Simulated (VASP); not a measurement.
# TePb (Pm-3m) in VASP: a series of runs

Aim: see how the results for TePb move with the level of theory and the settings. Levels: LDA, r2SCAN, PBE. Tasks: single point.

Program: VASP 6.6.1. These are calculated values, not measurements. Logs are shortened: lines on timing, memory, paths and dates and some standing lists are left out, and cuts for length are marked.

### 1 The cell of the first run

Symmetry: Pm-3m, No. 221, cubic system. The conventional cell has a = 3.975 Å, b = 3.975 Å, c = 3.975 Å, α = 90.00°, β = 90.00°, γ = 90.00°. Pb (site symmetry m-3m) has 8 Te at 3.44 Å and 6 Pb at 3.98 Å within 4.5 Å. Te (site symmetry m-3m) has 8 Pb at 3.44 Å and 6 Te at 3.98 Å within 4.5 Å.

### 2 Single point, LDA

INCAR

```
PREC = Accurate ; ENCUT = 500
EDIFF = 1E-6 ; ISMEAR = -1
SIGMA = 0.02 ; LREAL = False
LASPH = True ; NELM = 120
ALGO = Normal ; ISIF = 2
LWAVE = False ; LCHARG = True
GGA = CA ; LELF = True
LVHAR = True ; NBANDS = 17
GGA_COMPAT = False
```

KPOINTS

```
Automatic mesh
0
Gamma
  4 4 4
```

POSCAR

```
TePb
1.0
    3.9750063982      0.0000000000      0.0000000000
    0.0000000000      3.9750063982      0.0000000000
    0.0000000000      0.0000000000      3.9750063982
Pb Te
1 1
Direct
    0.0000000000      0.0000000000      0.0000000000
    0.5000000000      0.5000000000      0.5000000000
```

Potentials or basis: VASP PAW LDA potentials, release 64 (Pb_d, Te).

On the command line:

```
cat potpaw_LDA.64/Pb_d/POTCAR potpaw_LDA.64/Te/POTCAR > POTCAR
mpirun -np 1 vasp_std > vasp.out
```

OUTCAR:

```text
PREC = Accurate
   ENCUT = 500
   EDIFF = 1E-6
   ISMEAR = -1
   LREAL = False
   LASPH = True
   NELM = 120
   ISIF = 2
   GGA = CA

 ion  position               nearest neighbor table
   1  0.000  0.000  0.000-   2 3.44   2 3.44   2 3.44   2 3.44   2 3.44   2 3.44   2 3.44   2 3.44

   2  0.500  0.500  0.500-   1 3.44   1 3.44   1 3.44   1 3.44   1 3.44   1 3.44   1 3.44   1 3.44

  LATTYP: Found a simple cubic cell.
 ALAT       =     3.9750063982

  Lattice vectors:

 A1 = (   3.9750063982,   0.0000000000,   0.0000000000)
 A2 = (   0.0000000000,   3.9750063982,   0.0000000000)
 A3 = (   0.0000000000,   0.0000000000,   3.9750063982)

Analysis of symmetry for initial positions (statically):
=====================================================================
 Subroutine PRICEL returns:
 Original cell was already a primitive cell.

 Routine SETGRP: Setting up the symmetry group for a
 simple cubic supercell.

 Subroutine GETGRP returns: Found 48 space group operations
 (whereof 48 operations were pure point group operations)
 out of a pool of 48 trial point group operations.

The static configuration has the point symmetry O_h .

Analysis of symmetry for dynamics (positions and initial velocities):
=====================================================================
 Subroutine PRICEL returns:
 Original cell was already a primitive cell.

 Routine SETGRP: Setting up the symmetry group for a
 simple cubic supercell.

 Subroutine GETGRP returns: Found 48 space group operations
 (whereof 48 operations were pure point group operations)
 out of a pool of 48 trial point group operations.

The dynamic configuration has the point symmetry O_h .

 Subroutine INISYM returns: Found 48 space group operations
 (whereof 48 operations are pure point group operations),
 and found     1 'primitive' translations

----------------------------------------------------------------------------------------

                                     Primitive cell

  volume of cell :      62.8078

  direct lattice vectors                    reciprocal lattice vectors
     3.975006398  0.000000000  0.000000000     0.251571922  0.000000000  0.000000000
     0.000000000  3.975006398  0.000000000     0.000000000  0.251571922  0.000000000
     0.000000000  0.000000000  3.975006398     0.000000000  0.000000000  0.251571922

  length of vectors
     3.975006398  3.975006398  3.975006398     0.251571922  0.251571922  0.251571922

  position of ions in fractional coordinates (direct lattice)
     0.000000000  0.000000000  0.000000000
     0.500000000  0.500000000  0.500000000

  ion indices of the primitive-cell ions
   primitive index   ion index
                 1           1
                 2           2

----------------------------------------------------------------------------------------

 KPOINTS: Automatic mesh

Automatic generation of k-mesh.
 Grid dimensions read from file:
 generate k-points for:    4    4    4

 Generating k-lattice:

  Cartesian coordinates                     Fractional coordinates (reciprocal lattice)
     0.062892981  0.000000000  0.000000000     0.250000000  0.000000000  0.000000000
     0.000000000  0.062892981  0.000000000     0.000000000  0.250000000  0.000000000
     0.000000000  0.000000000  0.062892981     0.000000000  0.000000000  0.250000000

  Length of vectors
     0.062892981  0.062892981  0.062892981

  Shift w.r.t. Gamma in fractional coordinates (k-lattice)
     0.000000000  0.000000000  0.000000000

 Subroutine IBZKPT returns following result:
 ===========================================

 Found     10 irreducible k-points:

 Following reciprocal coordinates:
            Coordinates               Weight
  0.000000  0.000000  0.000000      1.000000
  0.250000  0.000000  0.000000      6.000000
  0.500000  0.000000  0.000000      3.000000
  0.250000  0.250000  0.000000     12.000000
  0.500000  0.250000  0.000000     12.000000
  0.500000  0.500000  0.000000      3.000000
  0.250000  0.250000  0.250000      8.000000
  0.500000  0.250000  0.250000     12.000000
  0.500000  0.500000  0.250000      6.000000
  0.500000  0.500000  0.500000      1.000000
   k-points           NKPTS =     10   k-points in BZ     NKDIM =     10   number of bands    NBANDS=     17
   number of dos      NEDOS =    301   number of ions     NIONS =      2
   total plane-waves  NPLWV =  27000
   dimension x,y,z NGX =    30 NGY =   30 NGZ =   30
   dimension x,y,z NGXF=    60 NGYF=   60 NGZF=   60
   ions per type =               1   1
   NGX,Y,Z   is equivalent  to a cutoff of  12.55, 12.55, 12.55 a.u.
   NGXF,Y,Z  is equivalent  to a cutoff of  25.09, 25.09, 25.09 a.u.
 SYSTEM =  unknown system
   PREC   = accura    normal or accurate (medium, high low for compatibility)
   ISTART =      0    job   : 0-new  1-cont  2-samecut
   ICHARG =      2    charge: 1-file 2-atom 10-const
   ISPIN  =      1    spin polarized calculation?
   LNONCOLLINEAR =      F non collinear calculations
   LSORBIT =      F    spin-orbit coupling
   LASPH  =      T    aspherical Exc in radial PAW
   ENCUT  =  500.0 eV  36.75 Ry    6.06 a.u.   7.25  7.25  7.25*2*pi/ulx,y,z
   NELM   =    120;   NELMIN=  2; NELMDL= -5     # of ELM steps
   EDIFF  = 0.1E-05   stopping-criterion for ELM
   LREAL  =      F    real-space projection
   EDIFFG = 0.1E-04   stopping-criterion for IOM
   NSW    =      0    number of steps for IOM
   IBRION =     -1    ionic relax: 0-MD 1-quasi-New 2-CG
   NFREE  =      0    steps in history (QN), initial steepest desc. (CG)
   ISIF   =      2    stress and relaxation
   ISYM   =      2    0-nonsym 1-usesym 2-fastsym
   POTIM  = 0.5000    time-step for ionic-motion
   TEBEG  =    0.0;   TEEND  =   0.0 temperature during run
   PSTRESS=    0.0 pullay stress
   NELECT =      20.0000    total number of electrons
   NUPDOWN=      -1.0000    fix difference up-down
   EMIN   =  10.00;   EMAX   =-10.00  energy-range for DOS
   EFERMI =   0.00;   METHOD = LEGACY
   ISMEAR =    -1;   SIGMA  =   0.02  broadening in eV -4-tet -1-fermi 0-gaus
   EFERMI_NEDOS =   21; number of points for ismear=-14 and -15
   IALGO  =     38    algorithm
   IMIX   =      4    mixing-type and parameters
     AMIX     =   0.40;   BMIX     =  1.00
     AMIX_MAG =   1.60;   BMIX_MAG =  1.00
  volume/ion in A,a.u.               =      31.40       211.92
  Fermi-wavevector in a.u.,A,eV,Ry     =   1.117928  2.112577 17.004045  1.249762
  Thomas-Fermi vector in A             =   2.254554
   LORBIT       =      0    0 simple, 1 ext, 2 COOP (PROOUT), +10 PAW based schemes
   GGA     = CA    functional components
   LHFCALC =     F    Hartree Fock is set to
   AEXX    =    0.0000 exact exchange contribution
   IVDW    =     0    specifies the selected vdW correction
   LEPSILON=     F    determine dielectric tensor
   LRPA    =     F    only Hartree local field effects (RPA)
 non-spin polarized calculation
  energy-cutoff  :      500.00
  volume of cell :       62.81
 maximum number of plane-waves:      1628
 NGX is ok and might be reduce to    30
   NGX = 15   NGY = 15   NGZ = 15

 number of electron      20.0000002 magnetization

 Free energy of the ion-electron system (eV)
  ---------------------------------------------------
  ext. energy  EPLUGINS =         0.00000000
  ---------------------------------------------------
  free energy    TOTEN  =        -8.19305607 eV

  energy without entropy =       -8.18329722  energy(sigma->0) =       -8.18817664

 E-fermi :   6.4890     XC(G=0): -10.0160

 val. band max:        6.4740128340   @ k =   0.5000   0.2500   0.0000
 cond. band min:       6.5054188777   @ k =   0.5000   0.2500   0.2500
 fundamental gap:      0.0314060437
 Fermi energy:         6.4890055219

 k-point     1 :       0.0000    0.0000    0.0000
  band No.  band energies     occupation
      1     -10.6793      2.00000
      2     -10.6793      2.00000
      3     -10.5904      2.00000
      4     -10.5904      2.00000
      5     -10.5904      2.00000
      6      -5.8919      2.00000
[... 9 lines left out ...]
     16      16.6431      0.00000
     17      17.5016      0.00000

 k-point     2 :       0.2500    0.0000    0.0000
  band No.  band energies     occupation
      1     -10.6773      2.00000
      2     -10.6414      2.00000
      3     -10.6045      2.00000
      4     -10.6045      2.00000
      5     -10.5894      2.00000
      6      -5.3936      2.00000
[... 9 lines left out ...]
     16      15.1321      0.00000
     17      16.9302      0.00000

 k-point     3 :       0.5000    0.0000    0.0000
  band No.  band energies     occupation
      1     -10.6754      2.00000
      2     -10.6185      2.00000
      3     -10.6185      2.00000
      4     -10.6037      2.00000
      5     -10.5885      2.00000
      6      -4.4899      2.00000
[... 9 lines left out ...]
     16      17.8913      0.00000
     17      18.4225      0.00000

 k-point     4 :       0.2500    0.2500    0.0000
  band No.  band energies     occupation
      1     -10.6581      2.00000
      2     -10.6247      2.00000
      3     -10.6198      2.00000
      4     -10.6035      2.00000
      5     -10.6014      2.00000
      6      -4.9234      2.00000
[... 9 lines left out ...]
     16      14.3748      0.00000
     17      14.9962      0.00000

 k-point     5 :       0.5000    0.2500    0.0000
  band No.  band energies     occupation
      1     -10.6515      2.00000
      2     -10.6445      2.00000
      3     -10.6155      2.00000
      4     -10.6005      2.00000
      5     -10.5855      2.00000
      6      -4.1474      2.00000
[... 9 lines left out ...]
     16      15.2913      0.00000
     17      15.8226      0.00000

 k-point     6 :       0.5000    0.5000    0.0000
  band No.  band energies     occupation
      1     -10.6699      2.00000
      2     -10.6379      2.00000
      3     -10.6125      2.00000
      4     -10.6125      2.00000
      5     -10.5571      2.00000
      6      -3.7217      2.00000
[... 9 lines left out ...]
     16      14.1099      0.00000
     17      14.1099      0.00000

 k-point     7 :       0.2500    0.2500    0.2500
  band No.  band energies     occupation
      1     -10.6254      2.00000
      2     -10.6198      2.00000
      3     -10.6198      2.00000
      4     -10.6161      2.00000
      5     -10.6161      2.00000
      6      -4.5013      2.00000
[... 9 lines left out ...]
     16      14.8626      0.00000
     17      17.0551      0.00000

 k-point     8 :       0.5000    0.2500    0.2500
  band No.  band energies     occupation
      1     -10.6417      2.00000
      2     -10.6338      2.00000
      3     -10.6166      2.00000
      4     -10.6159      2.00000
      5     -10.5783      2.00000
      6      -3.8714      2.00000
[... 9 lines left out ...]
     16      15.1485      0.00000
     17      17.3580      0.00000

 k-point     9 :       0.5000    0.5000    0.2500
  band No.  band energies     occupation
      1     -10.6598      2.00000
      2     -10.6311      2.00000
      3     -10.6311      2.00000
      4     -10.5967      2.00000
      5     -10.5563      2.00000
      6      -3.5419      2.00000
[... 9 lines left out ...]
     16      17.1846      0.00000
     17      17.5300      0.00000

 k-point    10 :       0.5000    0.5000    0.5000
  band No.  band energies     occupation
      1     -10.6496      2.00000
      2     -10.6496      2.00000
      3     -10.6496      2.00000
      4     -10.5555      2.00000
      5     -10.5555      2.00000
      6      -3.3363      2.00000
[... 9 lines left out ...]
     16      20.1367      0.00000
     17      21.3343      0.00000

------------------------ aborting loop because EDIFF is reached ----------------------------------------

  FORCE on cell =-STRESS in cart. coord.  units (eV):
  Direction    XX          YY          ZZ          XY          YZ          ZX
  --------------------------------------------------------------------------------------
  -------------------------------------------------------------------------------------
  Total       -1.0443511     -1.0443511     -1.0443511     -0.0000000      0.0000000      0.0000000
  in kB      -26.6405770    -26.6405770    -26.6405770     -0.0000000      0.0000000      0.0000000
  external PRESSURE =     -26.6405770 kB  Pullay stress =       0.0000000 kB

 VOLUME and BASIS-vectors are now :
 -----------------------------------------------------------------------------
  energy-cutoff  :      500.00
  volume of cell :       62.81
      direct lattice vectors                 reciprocal lattice vectors
     3.975006398  0.000000000  0.000000000     0.251571922  0.000000000  0.000000000
     0.000000000  3.975006398  0.000000000     0.000000000  0.251571922  0.000000000
     0.000000000  0.000000000  3.975006398     0.000000000  0.000000000  0.251571922

 POSITION                                       TOTAL-FORCE (eV/Angst)
 -----------------------------------------------------------------------------------
      0.00000      0.00000      0.00000         0.000000      0.000000      0.000000
      1.98750      1.98750      1.98750         0.000000      0.000000      0.000000
 -----------------------------------------------------------------------------------
    total drift:                                0.000000     -0.000000     -0.000000

  FREE ENERGIE OF THE ION-ELECTRON SYSTEM (eV)
  ---------------------------------------------------
  free  energy   TOTEN  =        -8.1930560683 eV

  energy  without entropy=       -8.1832972193  energy(sigma->0) =       -8.18817664
```

Wall time 13 s (1 thread of Intel Xeon Platinum 8375C at 2.90GHz (Ice Lake), shared host); peak memory 0.15 GiB.

Results:

```yaml
Free_energy: -8.1931 eV
Pressure: -2.7 GPa
Band_gap_on_the_k_mesh: zero (bands 10 and 11 overlap by 1.42 eV)
```

Caveat: the k points lie up to 0.40 Å⁻¹ apart, too coarse for converged energies and pressures of a metal; spin-orbit coupling is left out, which moves the levels of the heavy elements.

### 3 Single point, LDA

INCAR

```
ALGO = Normal
EDIFF = 1E-6
ENCUT = 500
GGA_COMPAT = False
ISIF = 2
ISMEAR = -1
LASPH = True
LCHARG = False
LREAL = False
LWAVE = False
NBANDS = 17
NELM = 120
PREC = Accurate
SIGMA = 0.02
```

KPOINTS

```
k-points
0
Gamma
  4 4 4
```

POSCAR is that of step 2.

Potentials or basis: VASP PAW LDA potentials, release 64 (Pb_d, Te).

On the command line:

```
cat potpaw_LDA.64/Pb_d/POTCAR potpaw_LDA.64/Te/POTCAR > POTCAR
mpirun -np 1 vasp_std > vasp.out
```

OUTCAR:

```text
EDIFF = 1E-6
   ENCUT = 500
   ISIF = 2
   ISMEAR = -1
   LASPH = True
   LREAL = False
   NELM = 120
   PREC = Accurate

 ion  position               nearest neighbor table
   1  0.000  0.000  0.000-   2 3.44   2 3.44   2 3.44   2 3.44   2 3.44   2 3.44   2 3.44   2 3.44

   2  0.500  0.500  0.500-   1 3.44   1 3.44   1 3.44   1 3.44   1 3.44   1 3.44   1 3.44   1 3.44

  LATTYP: Found a simple cubic cell.
 ALAT       =     3.9750063982

  Lattice vectors:

 A1 = (   3.9750063982,   0.0000000000,   0.0000000000)
 A2 = (   0.0000000000,   3.9750063982,   0.0000000000)
 A3 = (   0.0000000000,   0.0000000000,   3.9750063982)

Analysis of symmetry for initial positions (statically):
=====================================================================
 Subroutine PRICEL returns:
 Original cell was already a primitive cell.

 Routine SETGRP: Setting up the symmetry group for a
 simple cubic supercell.

 Subroutine GETGRP returns: Found 48 space group operations
 (whereof 48 operations were pure point group operations)
 out of a pool of 48 trial point group operations.

The static configuration has the point symmetry O_h .

Analysis of symmetry for dynamics (positions and initial velocities):
[... 143 lines left out ...]

 E-fermi :   6.4890     XC(G=0): -10.0160

 val. band max:        6.4740128340   @ k =   0.5000   0.2500   0.0000
 cond. band min:       6.5054188777   @ k =   0.5000   0.2500   0.2500
 fundamental gap:      0.0314060437
 Fermi energy:         6.4890055219

 k-point     1 :       0.0000    0.0000    0.0000
  band No.  band energies     occupation
      1     -10.6793      2.00000
      2     -10.6793      2.00000
      3     -10.5904      2.00000
      4     -10.5904      2.00000
      5     -10.5904      2.00000
      6      -5.8919      2.00000
[... 177 lines left out ...]
      4     -10.5555      2.00000
      5     -10.5555      2.00000
      6      -3.3363      2.00000
[... 9 lines left out ...]
     16      20.1367      0.00000
     17      21.3343      0.00000

------------------------ aborting loop because EDIFF is reached ----------------------------------------

  FORCE on cell =-STRESS in cart. coord.  units (eV):
  Direction    XX          YY          ZZ          XY          YZ          ZX
  --------------------------------------------------------------------------------------
  -------------------------------------------------------------------------------------
  Total       -1.0443511     -1.0443511     -1.0443511     -0.0000000      0.0000000      0.0000000
  in kB      -26.6405770    -26.6405770    -26.6405770     -0.0000000      0.0000000      0.0000000
  external PRESSURE =     -26.6405770 kB  Pullay stress =       0.0000000 kB

 VOLUME and BASIS-vectors are now :
 -----------------------------------------------------------------------------
  energy-cutoff  :      500.00
  volume of cell :       62.81
      direct lattice vectors                 reciprocal lattice vectors
     3.975006398  0.000000000  0.000000000     0.251571922  0.000000000  0.000000000
     0.000000000  3.975006398  0.000000000     0.000000000  0.251571922  0.000000000
     0.000000000  0.000000000  3.975006398     0.000000000  0.000000000  0.251571922

 POSITION                                       TOTAL-FORCE (eV/Angst)
 -----------------------------------------------------------------------------------
      0.00000      0.00000      0.00000         0.000000      0.000000      0.000000
      1.98750      1.98750      1.98750         0.000000      0.000000      0.000000
 -----------------------------------------------------------------------------------
    total drift:                                0.000000     -0.000000     -0.000000

  FREE ENERGIE OF THE ION-ELECTRON SYSTEM (eV)
  ---------------------------------------------------
  free  energy   TOTEN  =        -8.1930560683 eV

  energy  without entropy=       -8.1832972193  energy(sigma->0) =       -8.18817664
```

stdout:

```text
POSCAR found type information on POSCAR PbTe
 POSCAR found :  2 types and       2 ions
 scaLAPACK will be used
 LDA part: xc-table for (Slater(with rela. corr.)+CA(PZ))
 , standard interpolation
 POSCAR, INCAR and KPOINTS ok, starting setup
 FFT: planning ... GRIDC
 FFT: planning ... GRID_SOFT
 FFT: planning ... GRID
 WAVECAR not read
 entering main loop
```

Wall time 11 s (1 thread of Intel Xeon Platinum 8375C at 2.90GHz (Ice Lake), shared host); peak memory 0.15 GiB.

What came out:

* Free energy: -8.1931 eV
* Pressure: -2.7 GPa
* Band gap on the k mesh: zero (bands 10 and 11 overlap by 1.42 eV)

Caveat: the k points lie up to 0.40 Å⁻¹ apart, too coarse for converged energies and pressures of a metal; spin-orbit coupling is left out, which moves the levels of the heavy elements.

(Continued in part 2 of 2.)
